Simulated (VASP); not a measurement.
# Al (P2_1/m) in VASP: notebook

Runs on Al. Level: PBEsol. Tasks: single point.

Program: VASP 6.6.1. These are calculated values, not measurements. Logs are shortened: lines on timing, memory, paths and dates and some standing lists are left out, and cuts for length are marked.

## (1) The cell of the first run

The structure is monoclinic, space group P2_1/m (No. 11). Conventional cell: a = 2.712 Å, b = 4.637 Å, c = 2.855 Å, α = 90.00°, β = 115.09°, γ = 90.00°. Within 3.6 Å of Al (site symmetry m) lie 12 Al at 2.71 to 2.99 Å.

## (2) Single point, PBEsol (strain +0.1125 x Voigt [0, 0, 0, 0, 0, 1])

INCAR reads:

```
SYSTEM = Al
ALGO = Fast ; EDIFF = 1E-6
ENCUT = 520 ; GGA = PS
ISIF = 2 ; ISMEAR = 0
LASPH = .True. ; LCHARG = .False.
LREAL = .False. ; LWAVE = .False.
NBANDS = 10 ; NELM = 80
PREC = Accurate ; SIGMA = 0.15
```

KPOINTS reads:

```
k-points
0
Gamma
  24 24 14
  0 0 0
```

POSCAR reads:

```
Al
1.0
    2.8500694993      0.1603164093      0.0000000000
   -1.2861966665      2.3880743843      0.0000000000
    0.0000000000      0.0000000000      4.6373174459
Al
2
Direct
    0.6666666667      0.3333333333      0.7500000000
    0.3333333333      0.6666666667      0.2500000000
```

Potentials or basis: VASP PAW PBE potentials, release 64 (Al).

Started as:

```sh
$ cat potpaw_PBE.64/Al/POTCAR > POTCAR
$ mpirun -np 1 vasp_std > vasp.out
```

OUTCAR:

```text
SYSTEM = Al
   EDIFF = 1E-6
   ENCUT = 520
   GGA = PS
   ISIF = 2
   ISMEAR = 0
   LASPH = .True.
   LREAL = .False.
   NELM = 80
   PREC = Accurate

 ion  position               nearest neighbor table
   1  0.667  0.333  0.750-   2 2.80   2 2.80   2 2.84   2 2.84   2 2.89   2 2.89
   2  0.333  0.667  0.250-   1 2.80   1 2.80   1 2.84   1 2.84   1 2.89   1 2.89

  Warning from LATTYP: Monoclinic adjustment (A1->A3, A2->A1, A3->A2)!
  LATTYP: Found a simple monoclinic cell.
 ALAT       =     2.7124161056
 B/A-ratio  =     1.7096629962
 C/A-ratio  =     1.0524103700
 COS(beta)  =    -0.4239944980

  Lattice vectors:

 A1 = (  -1.2861966665,   2.3880743843,   0.0000000000)
 A2 = (   0.0000000000,   0.0000000000,   4.6373174459)
 A3 = (   2.8500694993,   0.1603164093,   0.0000000000)

Analysis of symmetry for initial positions (statically):
=====================================================================
 Subroutine PRICEL returns:
 Original cell was already a primitive cell.

 Routine SETGRP: Setting up the symmetry group for a
 simple monoclinic supercell.

 Subroutine GETGRP returns: Found  4 space group operations
 (whereof  2 operations were pure point group operations)
 out of a pool of  4 trial point group operations.

The static configuration has the point symmetry S_2 .
 The point group associated with its full space group is C_2h.

Analysis of symmetry for dynamics (positions and initial velocities):
=====================================================================
 Subroutine PRICEL returns:
 Original cell was already a primitive cell.

 Routine SETGRP: Setting up the symmetry group for a
 simple monoclinic supercell.

 Subroutine GETGRP returns: Found  4 space group operations
 (whereof  2 operations were pure point group operations)
 out of a pool of  4 trial point group operations.

The dynamic configuration has the point symmetry S_2 .
 The point group associated with its full space group is C_2h.

 Subroutine INISYM returns: Found  4 space group operations
 (whereof  2 operations are pure point group operations),
 and found     1 'primitive' translations

----------------------------------------------------------------------------------------

                                     Primitive cell

  volume of cell :      32.5186

  direct lattice vectors                    reciprocal lattice vectors
     2.850069499  0.160316409  0.000000000     0.340551369  0.183418087  0.000000000
    -1.286196666  2.388074384  0.000000000    -0.022861923  0.406434187  0.000000000
     0.000000000  0.000000000  4.637317446     0.000000000  0.000000000  0.215641912

  length of vectors
     2.854574837  2.712416106  4.637317446     0.386804124  0.407076671  0.215641912

  position of ions in fractional coordinates (direct lattice)
     0.666666667  0.333333333  0.750000000
     0.333333333  0.666666667  0.250000000

  ion indices of the primitive-cell ions
   primitive index   ion index
                 1           1
                 2           2

----------------------------------------------------------------------------------------

 KPOINTS: k-points

Automatic generation of k-mesh.
 Grid dimensions read from file:
 generate k-points for:   24   24   14

 Generating k-lattice:

  Cartesian coordinates                     Fractional coordinates (reciprocal lattice)
     0.014189640  0.007642420  0.000000000     0.041666667  0.000000000  0.000000000
    -0.000952580  0.016934758  0.000000000     0.000000000  0.041666667  0.000000000
     0.000000000  0.000000000  0.015402994     0.000000000  0.000000000  0.071428571

  Length of vectors
     0.016116838  0.016961528  0.015402994

  Shift w.r.t. Gamma in fractional coordinates (k-lattice)
     0.000000000  0.000000000  0.000000000

 Subroutine IBZKPT returns following result:
 ===========================================

 Found   2320 irreducible k-points:

 Following reciprocal coordinates:
            Coordinates               Weight
  0.000000  0.000000  0.000000      1.000000
  0.041667  0.000000  0.000000      2.000000
  0.083333  0.000000  0.000000      2.000000
  0.125000  0.000000  0.000000      2.000000
  0.166667  0.000000  0.000000      2.000000
  0.208333 -0.000000  0.000000      2.000000
[... 16 lines left out ...]
  0.375000  0.041667  0.000000      2.000000
  0.416667  0.041667  0.000000      2.000000
 [... further k-points ...]
   k-points           NKPTS =   2320   k-points in BZ     NKDIM =   2320   number of bands    NBANDS=     10
   number of dos      NEDOS =    301   number of ions     NIONS =      2
   total plane-waves  NPLWV =  17280
   dimension x,y,z NGX =    24 NGY =   20 NGZ =   36
   dimension x,y,z NGXF=    48 NGYF=   40 NGZF=   72
   ions per type =               2
   NGX,Y,Z   is equivalent  to a cutoff of  13.98, 12.26, 12.91 a.u.
   NGXF,Y,Z  is equivalent  to a cutoff of  27.95, 24.52, 25.81 a.u.
 SYSTEM =  Al
   PREC   = accura    normal or accurate (medium, high low for compatibility)
   ISTART =      0    job   : 0-new  1-cont  2-samecut
   ICHARG =      2    charge: 1-file 2-atom 10-const
   ISPIN  =      1    spin polarized calculation?
   LNONCOLLINEAR =      F non collinear calculations
   LSORBIT =      F    spin-orbit coupling
   LASPH  =      T    aspherical Exc in radial PAW
   ENCUT  =  520.0 eV  38.22 Ry    6.18 a.u.   5.31  5.04  8.62*2*pi/ulx,y,z
   NELM   =     80;   NELMIN=  2; NELMDL= -5     # of ELM steps
   EDIFF  = 0.1E-05   stopping-criterion for ELM
   LREAL  =      F    real-space projection
   EDIFFG = 0.1E-04   stopping-criterion for IOM
   NSW    =      0    number of steps for IOM
   IBRION =     -1    ionic relax: 0-MD 1-quasi-New 2-CG
   NFREE  =      0    steps in history (QN), initial steepest desc. (CG)
   ISIF   =      2    stress and relaxation
   ISYM   =      2    0-nonsym 1-usesym 2-fastsym
   POTIM  = 0.5000    time-step for ionic-motion
   TEBEG  =    0.0;   TEEND  =   0.0 temperature during run
   PSTRESS=    0.0 pullay stress
   NELECT =       6.0000    total number of electrons
   NUPDOWN=      -1.0000    fix difference up-down
   EMIN   =  10.00;   EMAX   =-10.00  energy-range for DOS
   EFERMI =   0.00;   METHOD = LEGACY
   ISMEAR =     0;   SIGMA  =   0.15  broadening in eV -4-tet -1-fermi 0-gaus
   EFERMI_NEDOS =   21; number of points for ismear=-14 and -15
   IALGO  =     68    algorithm
   IMIX   =      4    mixing-type and parameters
     AMIX     =   0.40;   BMIX     =  1.00
     AMIX_MAG =   1.60;   BMIX_MAG =  1.00
  volume/ion in A,a.u.               =      16.26       109.72
  Fermi-wavevector in a.u.,A,eV,Ry     =   0.931997  1.761219 11.818274  0.868619
  Thomas-Fermi vector in A             =   2.058549
   LORBIT       =      0    0 simple, 1 ext, 2 COOP (PROOUT), +10 PAW based schemes
   GGA     = PS    functional components
   LHFCALC =     F    Hartree Fock is set to
   AEXX    =    0.0000 exact exchange contribution
   IVDW    =     0    specifies the selected vdW correction
   LEPSILON=     F    determine dielectric tensor
   LRPA    =     F    only Hartree local field effects (RPA)
 non-spin polarized calculation
 RMM-DIIS sequential band-by-band and
 Gauss-broadening in eV      SIGMA  =   0.15
  energy-cutoff  :      520.00
  volume of cell :       32.52
 maximum number of plane-waves:       901
 NGX is ok and might be reduce to    24
   NGX = 11   NGY = 11   NGZ = 17

 number of electron       6.0000000 magnetization

 Free energy of the ion-electron system (eV)
  ---------------------------------------------------
  ext. energy  EPLUGINS =         0.00000000
  ---------------------------------------------------
  free energy    TOTEN  =        -8.08298018 eV

  energy without entropy =       -8.07322895  energy(sigma->0) =       -8.07810456

 E-fermi :   8.0822     XC(G=0): -10.3085

 val. band max:        8.0802441664   @ k =   0.4167   0.3333   0.1429
 cond. band min:       8.0822916908   @ k =   0.0417   0.5000   0.1429
 fundamental gap:      0.0020475244
 Fermi energy:         8.0822270041

 k-point     1 :       0.0000    0.0000    0.0000
  band No.  band energies     occupation
      1      -3.1351      2.00000
      2       3.4584      2.00000
      3       3.7240      2.00000
      4      17.1981      0.00000
      5      17.4799      0.00000
      6      19.4674      0.00000
      7      20.3184      0.00000
      8      20.9558      0.00000
      9      22.4656      0.00000
     10      22.4963      0.00000

 k-point     2 :       0.0417    0.0000    0.0000
  band No.  band energies     occupation
      1      -3.0967      2.00000
      2       3.4939      2.00000
      3       3.7617      2.00000
      4      15.9174      0.00000
      5      18.3084      0.00000
      6      19.4768      0.00000
      7      20.5329      0.00000
      8      21.0046      0.00000
      9      21.5418      0.00000
     10      21.8541      0.00000

 k-point     3 :       0.0833    0.0000    0.0000
  band No.  band energies     occupation
      1      -2.9816      2.00000
      2       3.6003      2.00000
      3       3.8746      2.00000
      4      14.4493      0.00000
      5      18.1169      0.00000
      6      19.7040      0.00000
      7      20.4568      0.00000
      8      20.5765      0.00000
      9      20.7962      0.00000
     10      21.7570      0.00000

 k-point     4 :       0.1250    0.0000    0.0000
  band No.  band energies     occupation
      1      -2.7900      2.00000
      2       3.7778      2.00000
      3       4.0622      2.00000
      4      12.9943      0.00000
      5      17.5773      0.00000
      6      18.8949      0.00000
      7      19.1731      0.00000
      8      19.8660      0.00000
      9      21.4746      0.00000
     10      22.5974      0.00000

 k-point     5 :       0.1667    0.0000    0.0000
  band No.  band energies     occupation
      1      -2.5222      2.00000
      2       4.0261      2.00000
      3       4.3233      2.00000
      4      11.5788      0.00000
      5      16.9145      0.00000
      6      17.7739      0.00000
      7      17.9270      0.00000
      8      19.3580      0.00000
      9      21.9780      0.00000
     10      23.1134      0.00000

 k-point     6 :       0.2083   -0.0000    0.0000
  band No.  band energies     occupation
      1      -2.1787      2.00000
      2       4.3451      2.00000
      3       4.6560      2.00000
      4      10.2155      0.00000
      5      16.0294      0.00000
      6      16.4161      0.00000
      7      17.2070      0.00000
      8      18.8649      0.00000
      9      22.2413      0.00000
     10      22.7886      0.00000
[... 183 lines left out ...]
 k-point    21 :       0.2917    0.0417    0.0000
  band No.  band energies     occupation
      1      -0.9890      2.00000
      2       5.4530      2.00000
      3       5.7459      2.00000
      4       7.2171      2.00000
      5      13.2727      0.00000
      6      13.3802      0.00000
      7      15.2995      0.00000
      8      18.9821      0.00000
      9      20.9286      0.00000
     10      20.9424      0.00000

 k-point    22 :       0.3333    0.0417    0.0000
  band No.  band energies     occupation
      1      -0.3905      2.00000
      2       5.7507      2.00000
      3       6.0104      2.00000
      4       6.6345      2.00000
      5      12.2456      0.00000
      6      12.3086      0.00000
      7      14.9973      0.00000
      8      18.6515      0.00000
      9      20.7201      0.00000
     10      20.8024      0.00000

 k-point    23 :       0.3750    0.0417    0.0000
  band No.  band energies     occupation
      1       0.2791      2.00000
      2       4.7996      2.00000
      3       6.6302      2.00000
      4       7.1408      2.00000
      5      11.1894      0.00000
      6      11.3454      0.00000
      7      14.8149      0.00000
      8      18.3776      0.00000
      9      20.5801      0.00000
     10      20.7116      0.00000

 k-point    24 :       0.4167    0.0417    0.0000
  band No.  band energies     occupation
      1       1.0160      2.00000
      2       3.8017      2.00000
      3       7.2962      2.00000
      4       7.8273      1.98377
      5      10.2292      0.00000
      6      10.4156      0.00000
      7      14.7251      0.00000
      8      18.1656      0.00000
      9      20.5092      0.00000
     10      20.6729      0.00000

 [... further k-points ...]

------------------------ aborting loop because EDIFF is reached ----------------------------------------

  FORCE on cell =-STRESS in cart. coord.  units (eV):
  Direction    XX          YY          ZZ          XY          YZ          ZX
  --------------------------------------------------------------------------------------
  -------------------------------------------------------------------------------------
  Total        0.1099308      0.3678870      0.2005929     -0.7141057      0.0000000      0.0000000
  in kB        5.4162417     18.1256260      9.8831209    -35.1836637      0.0000000      0.0000000
  external PRESSURE =      11.1416629 kB  Pullay stress =       0.0000000 kB

 VOLUME and BASIS-vectors are now :
 -----------------------------------------------------------------------------
  energy-cutoff  :      520.00
  volume of cell :       32.52
      direct lattice vectors                 reciprocal lattice vectors
     2.850069499  0.160316409  0.000000000     0.340551369  0.183418087  0.000000000
    -1.286196666  2.388074384  0.000000000    -0.022861923  0.406434187  0.000000000
     0.000000000  0.000000000  4.637317446     0.000000000  0.000000000  0.215641912

 POSITION                                       TOTAL-FORCE (eV/Angst)
 -----------------------------------------------------------------------------------
      1.47131      0.90290      3.47799         0.042549     -0.013010      0.000000
      0.09256      1.64549      1.15933        -0.042549      0.013010      0.000000
 -----------------------------------------------------------------------------------
    total drift:                                0.000000     -0.000000      0.000000

  FREE ENERGIE OF THE ION-ELECTRON SYSTEM (eV)
  ---------------------------------------------------
  free  energy   TOTEN  =        -8.0829801754 eV

  energy  without entropy=       -8.0732289496  energy(sigma->0) =       -8.07810456
```

Run time: 3.9 min. Hardware: 1 thread of Intel Xeon 6975P-C (Granite Rapids), shared host; peak memory 0.66 GiB.

What came out:

```yaml
Free_energy: -8.0830 eV
Pressure: 1.1 GPa
Largest_force: 0.044 eV/Å
Band_gap_on_the_k_mesh: zero (bands 3 and 4 overlap by 8.26 eV)
```

Forces on the atoms (eV/Å):
```
Al   0.043 -0.013  0.000
Al  -0.043  0.013  0.000
```

Levels at points of the mesh, in eV from the Fermi level:
| k point | band 1 | band 2 | band 3 | band 4 | band 5 | band 6 | band 7 |
| --- | --- | --- | --- | --- | --- | --- | --- |
| (0.00, 0.00, 0.00) | -11.22 | -4.62 | -4.36 | 9.12 | 9.40 | 11.39 | 12.24 |
| (0.50, 0.00, 0.00) | -6.02 | -5.56 | -0.04 | 0.77 | 1.13 | 1.16 | 7.56 |
| (0.00, 0.50, 0.00) | -5.31 | -5.16 | 0.66 | 1.20 | 1.52 | 1.89 | 5.81 |
| (0.50, 0.50, 0.00) | -4.73 | -4.63 | 1.35 | 1.70 | 1.88 | 2.53 | 4.01 |
| (0.00, 0.00, 0.50) | -9.51 | -9.51 | 3.52 | 3.52 | 10.43 | 10.43 | 11.11 |
| (0.50, 0.00, 0.50) | -4.43 | -4.43 | -3.82 | -3.82 | 7.94 | 7.94 | 8.46 |
| (0.00, 0.50, 0.50) | -3.94 | -3.94 | -3.18 | -3.18 | 7.17 | 7.17 | 7.76 |
| (0.50, 0.50, 0.50) | -3.49 | -3.49 | -2.48 | -2.48 | 5.47 | 5.47 | 6.78 |

Caveat: the cell differs from its parent crystal (strain +0.1125 x Voigt [0, 0, 0, 0, 0, 1]); the PAW data sets were made with another functional, which shifts forces and pressure a little.

## (3) Single point, PBEsol (strain +0.0937 x Voigt [0, 0, 0, 0, 0, 1])

INCAR reads:

```
PREC = Accurate
ENCUT = 520
EDIFF = 1E-6
ISMEAR = 0
SIGMA = 0.15
LREAL = F
LASPH = T
NELM = 80
ALGO = Fast
ISIF = 2
LWAVE = F
LCHARG = F
GGA = PS
NBANDS = 10
```

KPOINTS reads:

```
Automatic mesh
0
Gamma
  24 24 14
```

POSCAR reads:

```
Al
1.0
    2.8500694993      0.1335257560      0.0000000000
   -1.3093980528      2.4014697109      0.0000000000
    0.0000000000      0.0000000000      4.6373174459
Al
2
Direct
    0.6666666667      0.3333333333      0.7500000000
    0.3333333333      0.6666666667      0.2500000000
```

Potentials or basis: VASP PAW PBE potentials, release 64 (Al).

Started as:

```sh
$ cat potpaw_PBE.64/Al/POTCAR > POTCAR
$ mpirun -np 1 vasp_std > vasp.out
```

Wall time 3.6 min (1 thread of Intel Xeon 6975P-C (Granite Rapids), shared host); peak memory 0.66 GiB.

The run converged. Its results:

```yaml
Free_energy: -8.0955 eV
Pressure: 0.8 GPa
Largest_force: 0.035 eV/Å
Band_gap_on_the_k_mesh: zero (bands 3 and 4 overlap by 8.14 eV)
```

Forces on the atoms (eV/Å):
```
Al   0.034 -0.008  0.000
Al  -0.034  0.008  0.000
```

Stress tensor (GPa, compression positive):
```
 0.31 -2.91  0.00
-2.91  1.16  0.00
 0.00  0.00  0.91
```

Levels at points of the mesh, in eV from the Fermi level:
```tsv
k point	band 1	band 2	band 3	band 4	band 5	band 6
(0.00, 0.00, 0.00)	-11.22	-4.62	-4.36	9.37	9.66	11.31
(0.50, 0.00, 0.00)	-5.91	-5.50	0.06	0.83	1.21	1.24
(0.00, 0.50, 0.00)	-5.33	-5.17	0.64	1.19	1.51	1.86
(0.50, 0.50, 0.00)	-4.81	-4.76	1.22	1.61	1.81	2.41
(0.00, 0.00, 0.50)	-9.51	-9.51	3.52	3.52	10.66	10.66
(0.50, 0.00, 0.50)	-4.35	-4.35	-3.74	-3.74	7.94	7.94
(0.00, 0.50, 0.50)	-3.94	-3.94	-3.20	-3.20	7.14	7.14
(0.50, 0.50, 0.50)	-3.57	-3.57	-2.62	-2.62	5.71	5.71
```

Caveat: the cell differs from its parent crystal (strain +0.0937 x Voigt [0, 0, 0, 0, 0, 1]); the PAW data sets were made with another functional, which shifts forces and pressure a little.

## (4) Single point, PBEsol (strain -0.0750 x Voigt [0, 0, 0, 0, 0, 1])

Changes to INCAR since step 3:

```diff
@@ -7,3 +7,3 @@
 LASPH = T
-NELM = 80
+NELM = 100
 ALGO = Fast
```

KPOINTS is that of step 3.

POSCAR reads:

```
Al
1.0
    2.8500694993     -0.1068776063      0.0000000000
   -1.5175934717      2.5216713920      0.0000000000
    0.0000000000      0.0000000000      4.6373174459
Al
2
Direct
    0.6666666667      0.3333333333      0.7500000000
    0.3333333333      0.6666666667      0.2500000000
```

Started as:

```sh
$ cat potpaw_PBE.64/Al/POTCAR > POTCAR
$ mpirun -np 1 vasp_std > vasp.out
```

Wall time 8.5 min (1 thread of Oxide Virtual Turin-like, shared host); peak memory 0.63 GiB.

The run converged. Its results:

```yaml
Free_energy: -8.1054 eV
Pressure: 0.5 GPa
Largest_force: 0.026 eV/Å
Band_gap_on_the_k_mesh: zero (bands 3 and 4 overlap by 8.02 eV)
```

Forces on the atoms (eV/Å):
```
Al  -0.026 -0.005  0.000
Al   0.026  0.005  0.000
```

Stress tensor (GPa, compression positive):
```
0.08 2.24 0.00
2.24 0.66 0.00
0.00 0.00 0.85
```

Levels at points of the mesh, in eV from the Fermi level:
```
           k point  band 1  band 2  band 3  band 4  band 5  band 6  band 7
(0.00, 0.00, 0.00)  -11.22   -4.62   -4.36    9.63    9.92   11.21   11.90
(0.50, 0.00, 0.00)   -4.89   -4.89    1.09    1.52    1.74    2.29    4.49
(0.00, 0.50, 0.00)   -5.34   -5.18    0.63    1.19    1.50    1.84    5.69
(0.50, 0.50, 0.00)   -5.81   -5.44    0.17    0.90    1.26    1.35    6.86
(0.00, 0.00, 0.50)   -9.51   -9.51    3.52    3.52   10.89   10.89   11.66
(0.50, 0.00, 0.50)   -3.65   -3.65   -2.75   -2.75    5.96    5.96    7.08
(0.00, 0.50, 0.50)   -3.95   -3.95   -3.21   -3.21    7.11    7.11    7.67
(0.50, 0.50, 0.50)   -4.27   -4.27   -3.65   -3.65    7.91    7.91    8.29
```

Caveat: the cell differs from its parent crystal (strain -0.0750 x Voigt [0, 0, 0, 0, 0, 1]); the PAW data sets were made with another functional, which shifts forces and pressure a little.

## (5) Overview

```csv
cell,gap on the mesh (eV),pressure (GPa),largest force (eV/Å)
"a = 2.855, b = 2.712, c = 4.637 Å, angles 90.0, 90.0, 115.1°, 2 atoms",none,1.1,0.04
"a = 2.853, b = 2.735, c = 4.637 Å, angles 90.0, 90.0, 115.9°, 2 atoms",none,0.8,0.03
"a = 2.852, b = 2.943, c = 4.637 Å, angles 90.0, 90.0, 123.2°, 2 atoms",none,0.5,0.03
```

Alike in all rows: task single point; level PBEsol; potentials or basis VASP PAW PBE potentials, release 64 (Al); no spin polarisation; k mesh 24 × 24 × 14; cutoff (eV) 520; smearing gaussian 0.15 eV.

Caveats: the PAW data sets were made with another functional, which shifts forces and pressure a little.

Absolute energies hang on the potentials; compare differences alone.
